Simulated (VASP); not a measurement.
# TiSi16 (a cell with a defect) in VASP: single point with PBE+D3(BJ)

Aim: the single point of TiSi16 (a cell with a defect) with PBE+D3(BJ).

All numbers are computed with VASP 6.6.1; they aren't measurements. Logs are shortened: lines on timing, memory, paths and dates and some standing lists are left out, and cuts for length are marked.

**1. The cell of the first run**

The cell holds a defect, 17 atoms: a = 7.679 Å, b = 7.679 Å, c = 7.679 Å, α = 60.00°, β = 60.00°, γ = 60.00°.

**2. Single point, PBE+D3(BJ)**

Input file INCAR:

```
ALGO     = Normal         # electronic algorithm
EDIFF    = 1E-7           # SCF threshold, eV
ENCUT    = 520            # plane-wave cutoff, eV
GGA      = PE             # functional
ISIF     = 2              # what is computed and relaxed
ISMEAR   = 0              # smearing method
IVDW     = 12             # dispersion correction
LASPH    = True           # aspherical terms in the spheres
LCHARG   = False          # write CHGCAR
LREAL    = Auto         
LWAVE    = False          # write WAVECAR
NBANDS   = 52             # bands
NELM     = 100            # most SCF steps
PREC     = Accurate       # precision mode
SIGMA    = 0.05           # smearing width, eV
```

Input file KPOINTS:

```
k-points
0
Gamma
  2 2 2
```

Input file POSCAR:

```
TiSi16
1.0
    0.0000000000      5.4300000000      5.4300000000
    5.4300000000      0.0000000000      5.4300000000
    5.4300000000      5.4300000000      0.0000000000
Si Ti
16 1
Direct
   -0.0178244015     -0.0178573665      0.0530420810
    0.1257183241      0.1256851750      0.1371310313
    0.0117474217      0.0117150092      0.5083573665
    0.1074983425      0.1074653775      0.6770648250
    0.0138345304      0.4990884899     -0.0124976980
    0.1257108656      0.6109635359      0.1371532228
    0.0117362799      0.4676786372      0.5083823204
    0.1571157459      0.6130630755      0.6162724678
    0.4991218232      0.0137978821     -0.0124923573
    0.6109958564      0.1256757827      0.1371579190
    0.4677127072      0.0117003683      0.5083876611
    0.6130971455      0.1570789134      0.6162781768
    0.4991144567      0.4990790976     -0.0124711786
    0.6426538674      0.6426183241      0.0716255064
    0.5173313076      0.5172933702      0.4476022099
    0.6130852670      0.6130484346      0.6163023941
    0.8124183241      0.8123827808      0.5623227440
```

Potentials or basis: VASP PAW PBE potentials, release 64 (Si, Ti_sv).

Run with:

```
$ cat potpaw_PBE.64/Si/POTCAR potpaw_PBE.64/Ti_sv/POTCAR > POTCAR
$ mpirun -np 1 vasp_std > vasp.out
```

OUTCAR:

```text
EDIFF = 1E-7
   ENCUT = 520
   GGA = PE
   ISIF = 2
   ISMEAR = 0
   IVDW = 12
   LASPH = True
   LREAL = Auto
   NELM = 100
   PREC = Accurate
 IVDW          = 12

 ion  position               nearest neighbor table
   1  0.982  0.982  0.053-   2 2.34   6 2.34  10 2.34   4 2.36
   2  0.126  0.126  0.137-   3 2.33   1 2.34   9 2.35   5 2.35
   3  0.012  0.012  0.508-   4 2.28   2 2.33  17 2.44  12 2.51   8 2.51
   4  0.107  0.107  0.677-   3 2.28   7 2.28  11 2.28   1 2.36
   5  0.014  0.499  0.988-   8 2.33  14 2.34   2 2.35   6 2.35
   6  0.126  0.611  0.137-   7 2.33   1 2.34  13 2.35   5 2.35
   7  0.012  0.468  0.508-   4 2.28   6 2.33  17 2.44  16 2.51   8 2.51
   8  0.157  0.613  0.616-  15 2.28   5 2.33  17 2.44   3 2.51   7 2.51
   9  0.499  0.014  0.988-  12 2.33  14 2.34   2 2.35  10 2.35
  10  0.611  0.126  0.137-  11 2.33   1 2.34  13 2.35   9 2.35
  11  0.468  0.012  0.508-   4 2.28  10 2.33  17 2.44  16 2.51  12 2.51
  12  0.613  0.157  0.616-  15 2.28   9 2.33  17 2.44   3 2.51  11 2.51
  13  0.499  0.499  0.988-  16 2.33  14 2.34   6 2.35  10 2.35
  14  0.643  0.643  0.072-  13 2.34   9 2.34   5 2.34  15 2.36
  15  0.517  0.517  0.448-  16 2.28  12 2.28   8 2.28  14 2.36
  16  0.613  0.613  0.616-  15 2.28  13 2.33  17 2.44   7 2.51  11 2.51
  17  0.812  0.812  0.562-   8 2.44  12 2.44  11 2.44   7 2.44  16 2.44   3 2.44

  LATTYP: Found a face centered cubic cell.
 ALAT       =    10.8600000000

  Lattice vectors:

 A1 = (   0.0000000000,   5.4300000000,   5.4300000000)
 A2 = (   5.4300000000,   0.0000000000,   5.4300000000)
 A3 = (   5.4300000000,   5.4300000000,   0.0000000000)

Analysis of symmetry for initial positions (statically):
=====================================================================
 Subroutine PRICEL returns:
 Original cell was already a primitive cell.

 Routine SETGRP: Setting up the symmetry group for a
 face centered cubic supercell.

 Subroutine GETGRP returns: Found  2 space group operations
 (whereof  1 operations were pure point group operations)
 out of a pool of 48 trial point group operations.

The static configuration has the point symmetry C_1 .
 The point group associated with its full space group is C_1h.

Analysis of symmetry for dynamics (positions and initial velocities):
=====================================================================
 Subroutine PRICEL returns:
 Original cell was already a primitive cell.

 Routine SETGRP: Setting up the symmetry group for a
 face centered cubic supercell.

[... 122 lines left out ...]
   ISIF   =      2    stress and relaxation
   ISYM   =      2    0-nonsym 1-usesym 2-fastsym
   POTIM  = 0.5000    time-step for ionic-motion
   TEBEG  =    0.0;   TEEND  =   0.0 temperature during run
   PSTRESS=    0.0 pullay stress
   NELECT =      76.0000    total number of electrons
   NUPDOWN=      -1.0000    fix difference up-down
   EMIN   =  10.00;   EMAX   =-10.00  energy-range for DOS
   EFERMI =   0.00;   METHOD = LEGACY
   ISMEAR =     0;   SIGMA  =   0.05  broadening in eV -4-tet -1-fermi 0-gaus
   EFERMI_NEDOS =   21; number of points for ismear=-14 and -15
   IALGO  =     38    algorithm
   IMIX   =      4    mixing-type and parameters
     AMIX     =   0.40;   BMIX     =  1.00
     AMIX_MAG =   1.60;   BMIX_MAG =  1.00
  volume/ion in A,a.u.               =      18.84       127.11
  Fermi-wavevector in a.u.,A,eV,Ry     =   1.013607  1.915439 13.978610  1.027399
  Thomas-Fermi vector in A             =   2.146786
   LORBIT       =      0    0 simple, 1 ext, 2 COOP (PROOUT), +10 PAW based schemes
   GGA     = PE    functional components
   LHFCALC =     F    Hartree Fock is set to
   AEXX    =    0.0000 exact exchange contribution
   IVDW    =    12    specifies the selected vdW correction
   LEPSILON=     F    determine dielectric tensor
   LRPA    =     F    only Hartree local field effects (RPA)
 non-spin polarized calculation
 Gauss-broadening in eV      SIGMA  =   0.05
  energy-cutoff  :      520.00
  volume of cell :      320.21
 maximum number of plane-waves:      8646
 NGX is ok and might be reduce to    60
   NGX = 29   NGY = 29   NGZ = 29

 number of electron      76.0000002 magnetization

 Free energy of the ion-electron system (eV)
  ---------------------------------------------------
  ext. energy  EPLUGINS =         0.00000000
  ---------------------------------------------------
  free energy    TOTEN  =       -90.50535453 eV

  energy without entropy =      -90.48375452  energy(sigma->0) =      -90.49455453

 E-fermi :   6.8964     XC(G=0):  -9.7556

 val. band max:        6.8582784397   @ k =   0.0000   0.0000   0.0000
 cond. band min:       6.9050618469   @ k =   0.0000   0.5000   0.5000
 fundamental gap:      0.0467834072
 Fermi energy:         6.8963778915

 k-point     1 :       0.0000    0.0000    0.0000
  band No.  band energies     occupation
      1     -49.9394      2.00000
      2     -26.4144      2.00000
      3     -26.2526      2.00000
      4     -26.2526      2.00000
      5      -5.6553      2.00000
      6      -3.4439      2.00000
[... 307 lines left out ...]
     49       9.9684      0.00000
     50      10.4847      0.00000
 [bands above 50 left out]

------------------------ aborting loop because EDIFF is reached ----------------------------------------

 Edisp (eV)   -5.83643

 E8    (eV) :    -2.4407

  FORCE on cell =-STRESS in cart. coord.  units (eV):
  Direction    XX          YY          ZZ          XY          YZ          ZX
  --------------------------------------------------------------------------------------
  -------------------------------------------------------------------------------------
  Total       5.34289     5.34289     5.34153    -1.97039     1.97519     1.97519
  in kB      26.73360    26.73360    26.72681    -9.85903     9.88301     9.88302
  external pressure =       26.73 kB  Pullay stress =        0.00 kB

 VOLUME and BASIS-vectors are now :
 -----------------------------------------------------------------------------
  energy-cutoff  :      520.00
  volume of cell :      320.21
      direct lattice vectors                 reciprocal lattice vectors
     0.000000000  5.430000000  5.430000000    -0.092081031  0.092081031  0.092081031
     5.430000000  0.000000000  5.430000000     0.092081031 -0.092081031  0.092081031
     5.430000000  5.430000000  0.000000000     0.092081031  0.092081031 -0.092081031

 POSITION                                       TOTAL-FORCE (eV/Angst)
 -----------------------------------------------------------------------------------
      5.62105      5.62123     10.66625        -0.000335     -0.000335      0.000003
      1.42709      1.42727      1.36512         0.000260      0.000260     -0.000737
      2.82399      2.82417      0.12740         0.002305      0.002305     -0.000266
      4.26000      4.26018      1.16725        -0.007288     -0.007288      0.006590
      8.07219      5.43726      2.78517        -0.001031     -0.001333      0.000073
      4.06227      1.42735      4.00014         0.000581     -0.000170     -0.000059
[... 9 lines left out ...]
      6.67537      6.67557      6.65791        -0.002797     -0.002797     -0.001772
      7.46465      7.46484      8.82267         0.005097      0.005097      0.003993
 -----------------------------------------------------------------------------------
    total drift:                                0.001107      0.005059      0.008521

  FREE ENERGIE OF THE ION-ELECTRON SYSTEM (eV)
  ---------------------------------------------------
  free  energy   TOTEN  =       -96.3417798871 eV

  energy  without entropy=      -96.3201798749  energy(sigma->0) =      -96.33097988
```

OSZICAR:

```text
N       E                     dE             d eps       ncg     rms          rms(c)
DAV:   1     0.338035655862E+03    0.33804E+03   -0.30797E+04   632   0.127E+03
DAV:   2    -0.566681161945E+02   -0.39470E+03   -0.37660E+03   724   0.244E+02
DAV:   3    -0.911585214636E+02   -0.34490E+02   -0.33528E+02   920   0.656E+01
DAV:   4    -0.937556204361E+02   -0.25971E+01   -0.25807E+01   944   0.151E+01
DAV:   5    -0.938186585733E+02   -0.63038E-01   -0.62889E-01   808   0.215E+00    0.186E+01
DAV:   6    -0.937346236425E+02    0.84035E-01   -0.21932E+01   820   0.210E+01    0.172E+01
DAV:   7    -0.913599493233E+02    0.23747E+01   -0.31515E+01   840   0.251E+01    0.972E+00
DAV:   8    -0.905545173652E+02    0.80543E+00   -0.21259E+00   776   0.615E+00    0.238E+00
DAV:   9    -0.905013525207E+02    0.53165E-01   -0.43159E-01   908   0.248E+00    0.803E-01
DAV:  10    -0.905036415466E+02   -0.22890E-02   -0.25941E-02   792   0.621E-01    0.574E-01
DAV:  11    -0.905051147466E+02   -0.14732E-02   -0.59032E-03   768   0.342E-01    0.213E-01
DAV:  12    -0.905052840267E+02   -0.16928E-03   -0.17882E-03   784   0.181E-01    0.719E-02
DAV:  13    -0.905053447577E+02   -0.60731E-04   -0.19881E-04   756   0.558E-02    0.240E-02
DAV:  14    -0.905053508802E+02   -0.61225E-05   -0.30881E-05   816   0.200E-02    0.102E-02
DAV:  15    -0.905053540607E+02   -0.31805E-05   -0.55789E-06   712   0.904E-03    0.393E-03
DAV:  16    -0.905053544810E+02   -0.42037E-06   -0.73125E-07   784   0.325E-03    0.161E-03
DAV:  17    -0.905053545312E+02   -0.50170E-07   -0.11156E-07   516   0.149E-03
   1 F= -.96341780E+02 E0= -.96330980E+02  d E =-.216000E-01
```

It took 3.4 min on 1 thread of Intel Xeon Platinum 8488C (Sapphire Rapids), shared host; peak memory 0.47 GiB.

Results:

```yaml
Free_energy: -96.3418 eV
Pressure: 2.7 GPa
Largest_force: 0.012 eV/Å
Band_gap_on_the_k_mesh: zero (bands 38 and 39 overlap by 0.19 eV)
Dispersion_energy_per_atom: -0.343 eV
```

Forces on the atoms (eV/Å):
```
Si   0.000  0.000  0.000
Si   0.000  0.000 -0.001
Si   0.002  0.002  0.000
Si  -0.007 -0.007  0.007
Si  -0.001 -0.001  0.000
Si   0.001  0.000  0.000
Si  -0.001  0.002 -0.003
Si  -0.003  0.001  0.003
Si  -0.001 -0.001  0.000
Si   0.000  0.001  0.000
Si   0.002 -0.001 -0.003
Si   0.001 -0.003  0.003
Si  -0.001 -0.001  0.000
Si   0.000  0.000  0.000
Si   0.006  0.006 -0.007
Si  -0.003 -0.003 -0.002
Ti   0.005  0.005  0.004
```

Caveat: the k points lie up to 0.50 Å⁻¹ apart.

The gap in the log of VASP goes by the Fermi energy; the results here count the filled bands.